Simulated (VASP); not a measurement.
# BiTe (P-3m1) in VASP: single point with PBE

Aim: the single point of BiTe with PBE.

Program: VASP 6.6.1. These are calculated values, not measurements. Logs are shortened: lines on timing, memory, paths and dates and some standing lists are left out, and cuts for length are marked.

### 1 The cell of the first run

Symmetry: P-3m1, No. 164, trigonal system. The conventional cell has a = 4.480 Å, b = 4.480 Å, c = 24.366 Å, α = 90.00°, β = 90.00°, γ = 120.00°. Within 4.1 Å of Bi (site symmetry 3m) lie 6 Te at 3.09 to 3.28 Å. Bi (site symmetry 3m) has 6 Te at 3.10 to 3.27 Å within 4.1 Å. Bi (site symmetry 3m) has 3 Bi at 3.08 Å and 3 Te at 3.63 Å within 4.1 Å. Within 4.1 Å of Te (site symmetry 3m) lie 3 Bi at 3.09 Å and 3 Te at 3.78 Å. Within 4.3 Å of Te (site symmetry 3m) lie 6 Bi at 3.27 to 3.28 Å. Te (site symmetry 3m) has 6 Bi at 3.10 to 3.63 Å within 4.1 Å.

### 2 Single point, PBE (volume scaled by 1.04, then relaxed in part)

Contents of INCAR:

```
PREC = Accurate
ENCUT = 520
EDIFF = 1E-6
ISMEAR = -1
SIGMA = 0.05
LREAL = False
LASPH = True
NELM = 80
ALGO = Normal
ISIF = 2
LWAVE = False
LCHARG = False
GGA = PE
NBANDS = 75
KPAR = 4
```

Contents of KPOINTS:

```
Automatic mesh
0
Gamma
  11 11 2
```

Contents of POSCAR:

```
BiTe
1.0
    4.4801889817      0.0000000000      0.0000000000
   -2.2400944908      3.8799574719      0.0000000000
    0.0000000000      0.0000000000     24.3664836619
Bi Te
6 6
Direct
    0.0000000000      0.0000000000      0.1260146614
    0.0000000000      0.0000000000      0.8739853386
    0.3333333333      0.6666666667      0.2908160504
    0.6666666667      0.3333333333      0.7091839496
    0.6666666667      0.3333333333      0.4657197729
    0.3333333333      0.6666666667      0.5342802271
    0.3333333333      0.6666666667      0.0564469242
    0.6666666667      0.3333333333      0.9435530758
    0.6666666667      0.3333333333      0.2089870100
    0.3333333333      0.6666666667      0.7910129900
    0.0000000000      0.0000000000      0.3611987758
    0.0000000000      0.0000000000      0.6388012242
```

Potentials or basis: VASP PAW PBE potentials, release 64 (Bi_d, Te).

Started as:

```console
> cat potpaw_PBE.64/Bi_d/POTCAR potpaw_PBE.64/Te/POTCAR > POTCAR
> mpirun -np 4 vasp_std > vasp.out
```

OUTCAR:

```text
PREC = Accurate
   ENCUT = 520
   EDIFF = 1E-6
   ISMEAR = -1
   LREAL = False
   LASPH = True
   NELM = 80
   ISIF = 2
   GGA = PE

 ion  position               nearest neighbor table
   1  0.000  0.000  0.126-   7 3.09   7 3.09   7 3.09   9 3.28   9 3.28   9 3.28
   2  0.000  0.000  0.874-   8 3.09   8 3.09   8 3.09  10 3.28  10 3.28  10 3.28
   3  0.333  0.667  0.291-  11 3.10  11 3.10  11 3.10   9 3.27   9 3.27   9 3.27
   4  0.667  0.333  0.709-  12 3.10  12 3.10  12 3.10  10 3.27  10 3.27  10 3.27
   5  0.667  0.333  0.466-   6 3.08   6 3.08   6 3.08  11 3.63  11 3.63  11 3.63
   6  0.333  0.667  0.534-   5 3.08   5 3.08   5 3.08  12 3.63  12 3.63  12 3.63
   7  0.333  0.667  0.056-   1 3.09   1 3.09   1 3.09
   8  0.667  0.333  0.944-   2 3.09   2 3.09   2 3.09
   9  0.667  0.333  0.209-   3 3.27   3 3.27   3 3.27   1 3.28   1 3.28   1 3.28
  10  0.333  0.667  0.791-   4 3.27   4 3.27   4 3.27   2 3.28   2 3.28   2 3.28
  11  0.000  0.000  0.361-   3 3.10   3 3.10   3 3.10   5 3.63   5 3.63   5 3.63
  12  0.000  0.000  0.639-   4 3.10   4 3.10   4 3.10   6 3.63   6 3.63   6 3.63

  LATTYP: Found a hexagonal cell.
 ALAT       =     4.4801889817
 C/A-ratio  =     5.4387178223

  Lattice vectors:

 A1 = (   4.4801889817,   0.0000000000,   0.0000000000)
 A2 = (  -2.2400944908,   3.8799574719,   0.0000000000)
 A3 = (   0.0000000000,   0.0000000000,  24.3664836619)

Analysis of symmetry for initial positions (statically):
=====================================================================
 Subroutine PRICEL returns:
 Original cell was already a primitive cell.

 Routine SETGRP: Setting up the symmetry group for a
 hexagonal supercell.

 Subroutine GETGRP returns: Found 12 space group operations
 (whereof 12 operations were pure point group operations)
 out of a pool of 24 trial point group operations.

The static configuration has the point symmetry D_3d.

Analysis of symmetry for dynamics (positions and initial velocities):
=====================================================================
 Subroutine PRICEL returns:
 Original cell was already a primitive cell.

 Routine SETGRP: Setting up the symmetry group for a
 hexagonal supercell.

 Subroutine GETGRP returns: Found 12 space group operations
 (whereof 12 operations were pure point group operations)
 out of a pool of 24 trial point group operations.

The dynamic configuration has the point symmetry D_3d.

 Subroutine INISYM returns: Found 12 space group operations
 (whereof 12 operations are pure point group operations),
 and found     1 'primitive' translations

----------------------------------------------------------------------------------------

                                     Primitive cell

  volume of cell :     423.5612

  direct lattice vectors                    reciprocal lattice vectors
     4.480188982  0.000000000  0.000000000     0.223204870  0.128867392  0.000000000
    -2.240094491  3.879957472  0.000000000     0.000000000  0.257734784  0.000000000
     0.000000000  0.000000000 24.366483662     0.000000000  0.000000000  0.041039980

  length of vectors
     4.480188982  4.480188982 24.366483662     0.257734784  0.257734784  0.041039980

  position of ions in fractional coordinates (direct lattice)
     0.000000000  0.000000000  0.126014661
     0.000000000  0.000000000  0.873985339
     0.333333333  0.666666667  0.290816050
     0.666666667  0.333333333  0.709183950
     0.666666667  0.333333333  0.465719773
     0.333333333  0.666666667  0.534280227
     0.333333333  0.666666667  0.056446924
     0.666666667  0.333333333  0.943553076
     0.666666667  0.333333333  0.208987010
     0.333333333  0.666666667  0.791012990
     0.000000000  0.000000000  0.361198776
     0.000000000  0.000000000  0.638801224

  ion indices of the primitive-cell ions
   primitive index   ion index
                 1           1
                 2           2
                 3           3
                 4           4
                 5           5
                 6           6
                 7           7
                 8           8
                 9           9
                10          10
                11          11
                12          12

----------------------------------------------------------------------------------------

 KPOINTS: Automatic mesh

Automatic generation of k-mesh.
 Grid dimensions read from file:
 generate k-points for:   11   11    2

 Generating k-lattice:

  Cartesian coordinates                     Fractional coordinates (reciprocal lattice)
     0.020291352  0.011715217  0.000000000     0.090909091 -0.000000000  0.000000000
     0.000000000  0.023430435  0.000000000     0.000000000  0.090909091  0.000000000
     0.000000000  0.000000000  0.020519990     0.000000000  0.000000000  0.500000000

  Length of vectors
     0.023430435  0.023430435  0.020519990

  Shift w.r.t. Gamma in fractional coordinates (k-lattice)
     0.000000000  0.000000000  0.000000000

 Subroutine IBZKPT returns following result:
 ===========================================

 Found     32 irreducible k-points:

 Following reciprocal coordinates:
            Coordinates               Weight
  0.000000  0.000000  0.000000      1.000000
  0.090909 -0.000000  0.000000      6.000000
  0.181818  0.000000  0.000000      6.000000
  0.272727 -0.000000  0.000000      6.000000
  0.363636 -0.000000  0.000000      6.000000
  0.454545  0.000000  0.000000      6.000000
[... 16 lines left out ...]
  0.090909  0.090909  0.500000      6.000000
  0.181818  0.090909  0.500000     12.000000
 [... further k-points ...]
   k-points           NKPTS =     32   k-points in BZ     NKDIM =     32   number of bands    NBANDS=     75
   number of dos      NEDOS =    301   number of ions     NIONS =     12
   total plane-waves  NPLWV = 248832
   dimension x,y,z NGX =    36 NGY =   36 NGZ =  192
   dimension x,y,z NGXF=    72 NGYF=   72 NGZF=  384
   ions per type =               6   6
   NGX,Y,Z   is equivalent  to a cutoff of  13.36, 13.36, 13.10 a.u.
   NGXF,Y,Z  is equivalent  to a cutoff of  26.72, 26.72, 26.20 a.u.
 SYSTEM =  unknown system
   PREC   = accura    normal or accurate (medium, high low for compatibility)
   ISTART =      0    job   : 0-new  1-cont  2-samecut
   ICHARG =      2    charge: 1-file 2-atom 10-const
   ISPIN  =      1    spin polarized calculation?
   LNONCOLLINEAR =      F non collinear calculations
   LSORBIT =      F    spin-orbit coupling
   LASPH  =      T    aspherical Exc in radial PAW
   ENCUT  =  520.0 eV  38.22 Ry    6.18 a.u.   8.33  8.33 45.31*2*pi/ulx,y,z
   NELM   =     80;   NELMIN=  2; NELMDL= -5     # of ELM steps
   EDIFF  = 0.1E-05   stopping-criterion for ELM
   LREAL  =      F    real-space projection
   EDIFFG = 0.1E-04   stopping-criterion for IOM
   NSW    =      0    number of steps for IOM
   IBRION =     -1    ionic relax: 0-MD 1-quasi-New 2-CG
   NFREE  =      0    steps in history (QN), initial steepest desc. (CG)
   ISIF   =      2    stress and relaxation
   ISYM   =      2    0-nonsym 1-usesym 2-fastsym
   POTIM  = 0.5000    time-step for ionic-motion
   TEBEG  =    0.0;   TEEND  =   0.0 temperature during run
   PSTRESS=    0.0 pullay stress
   NELECT =     126.0000    total number of electrons
   NUPDOWN=      -1.0000    fix difference up-down
   EMIN   =  10.00;   EMAX   =-10.00  energy-range for DOS
   EFERMI =   0.00;   METHOD = LEGACY
   ISMEAR =    -1;   SIGMA  =   0.05  broadening in eV -4-tet -1-fermi 0-gaus
   EFERMI_NEDOS =   21; number of points for ismear=-14 and -15
   IALGO  =     38    algorithm
   IMIX   =      4    mixing-type and parameters
     AMIX     =   0.40;   BMIX     =  1.00
     AMIX_MAG =   1.60;   BMIX_MAG =  1.00
  volume/ion in A,a.u.               =      35.30       238.19
  Fermi-wavevector in a.u.,A,eV,Ry     =   1.092848  2.065183 16.249656  1.194316
  Thomas-Fermi vector in A             =   2.229121
   LORBIT       =      0    0 simple, 1 ext, 2 COOP (PROOUT), +10 PAW based schemes
   GGA     = PE    functional components
   LHFCALC =     F    Hartree Fock is set to
   AEXX    =    0.0000 exact exchange contribution
   IVDW    =     0    specifies the selected vdW correction
   LEPSILON=     F    determine dielectric tensor
   LRPA    =     F    only Hartree local field effects (RPA)
 non-spin polarized calculation
  energy-cutoff  :      520.00
  volume of cell :      423.56
 maximum number of plane-waves:     11458
 NGX is ok and might be reduce to    36
   NGX = 17   NGY = 17   NGZ = 91

 number of electron     126.0000015 magnetization

 Free energy of the ion-electron system (eV)
  ---------------------------------------------------
  ext. energy  EPLUGINS =         0.00000000
  ---------------------------------------------------
  free energy    TOTEN  =       -44.55985675 eV

  energy without entropy =      -44.55613511  energy(sigma->0) =      -44.55799593

 E-fermi :   6.0426     XC(G=0):  -9.1987

 val. band max:        6.0101369199   @ k =   0.0000   0.0000   0.5000
 cond. band min:       6.0767778983   @ k =   0.0000   0.0000   0.0000
 fundamental gap:      0.0666409783
 Fermi energy:         6.0426119825

 k-point     1 :       0.0000    0.0000    0.0000
  band No.  band energies     occupation
      1     -17.4381      2.00000
      2     -17.4381      2.00000
      3     -17.4381      2.00000
      4     -17.4381      2.00000
      5     -17.4317      2.00000
      6     -17.4317      2.00000
[... 67 lines left out ...]
     74       7.5637      0.00000
     75       7.5637      0.00000

 k-point     2 :       0.0909   -0.0000    0.0000
  band No.  band energies     occupation
      1     -17.4386      2.00000
      2     -17.4385      2.00000
      3     -17.4374      2.00000
      4     -17.4374      2.00000
      5     -17.4313      2.00000
      6     -17.4312      2.00000
[... 1708 lines left out ...]
 k-point    24 :       0.1818    0.0909    0.5000
  band No.  band energies     occupation
      1     -17.4409      2.00000
      2     -17.4409      2.00000
      3     -17.4351      2.00000
      4     -17.4351      2.00000
      5     -17.4304      2.00000
      6     -17.4304      2.00000
[... 67 lines left out ...]
     74       8.6471      0.00000
     75       8.7258      0.00000

 [... further k-points ...]
[... 5 lines left out ...]
  --------------------------------------------------------------------------------------
  -------------------------------------------------------------------------------------
  Total        1.2490142      1.2490142      1.9632068      0.0000000      0.0000000     -0.0000000
  in kB        4.7245645      4.7245645      7.4260944      0.0000000      0.0000000     -0.0000000
  external PRESSURE =       5.6250745 kB  Pullay stress =       0.0000000 kB

 VOLUME and BASIS-vectors are now :
 -----------------------------------------------------------------------------
  energy-cutoff  :      520.00
  volume of cell :      423.56
      direct lattice vectors                 reciprocal lattice vectors
     4.480188982  0.000000000  0.000000000     0.223204870  0.128867392  0.000000000
    -2.240094491  3.879957472  0.000000000     0.000000000  0.257734784  0.000000000
     0.000000000  0.000000000 24.366483662     0.000000000  0.000000000  0.041039980

 POSITION                                       TOTAL-FORCE (eV/Angst)
 -----------------------------------------------------------------------------------
      0.00000      0.00000      3.07053         0.000000      0.000000     -0.010216
      0.00000      0.00000     21.29595        -0.000000     -0.000000      0.010216
     -0.00000      2.58664      7.08616         0.000000      0.000000      0.002906
      2.24009      1.29332     17.28032        -0.000000     -0.000000     -0.002906
      2.24009      1.29332     11.34795        -0.000000     -0.000000      0.005044
     -0.00000      2.58664     13.01853         0.000000     -0.000000     -0.005044
     -0.00000      2.58664      1.37541         0.000000      0.000000      0.000364
      2.24009      1.29332     22.99107        -0.000000     -0.000000     -0.000364
      2.24009      1.29332      5.09228         0.000000     -0.000000     -0.001931
     -0.00000      2.58664     19.27421         0.000000     -0.000000      0.001931
      0.00000      0.00000      8.80114         0.000000      0.000000      0.023157
      0.00000      0.00000     15.56534        -0.000000      0.000000     -0.023157
 -----------------------------------------------------------------------------------
    total drift:                                0.000000      0.000000      0.000000

  FREE ENERGIE OF THE ION-ELECTRON SYSTEM (eV)
  ---------------------------------------------------
  free  energy   TOTEN  =       -44.5598567541 eV

  energy  without entropy=      -44.5561351140  energy(sigma->0) =      -44.55799593
```

Run time: 5.3 min. Hardware: 4 MPI ranks of Intel Xeon Platinum 8488C (Sapphire Rapids), shared host; peak memory 1 GiB.

Results:

```yaml
Free_energy: -44.5599 eV
Pressure: 0.6 GPa
Largest_force: 0.023 eV/Å
```

Forces in eV/Å, atoms in the order of the input:
```
Bi   0.000  0.000 -0.010
Bi   0.000  0.000  0.010
Bi   0.000  0.000  0.003
Bi   0.000  0.000 -0.003
Bi   0.000  0.000  0.005
Bi   0.000  0.000 -0.005
Te   0.000  0.000  0.000
Te   0.000  0.000  0.000
Te   0.000  0.000 -0.002
Te   0.000  0.000  0.002
Te   0.000  0.000  0.023
Te   0.000  0.000 -0.023
```

Levels at points of the mesh, in eV from the Fermi level:
| k point | band 61 | band 62 | band 63 | band 64 | band 65 | band 66 |
| --- | --- | --- | --- | --- | --- | --- |
| (0.00, 0.00, 0.00) | -0.44 | -0.44 | -0.27 | 0.03 | 0.44 | 0.44 |
| (0.00, 0.00, 0.50) | -0.44 | -0.44 | -0.21 | -0.03 | 0.35 | 0.35 |

Caveat: spin-orbit coupling is left out, which moves the levels of the heavy elements.
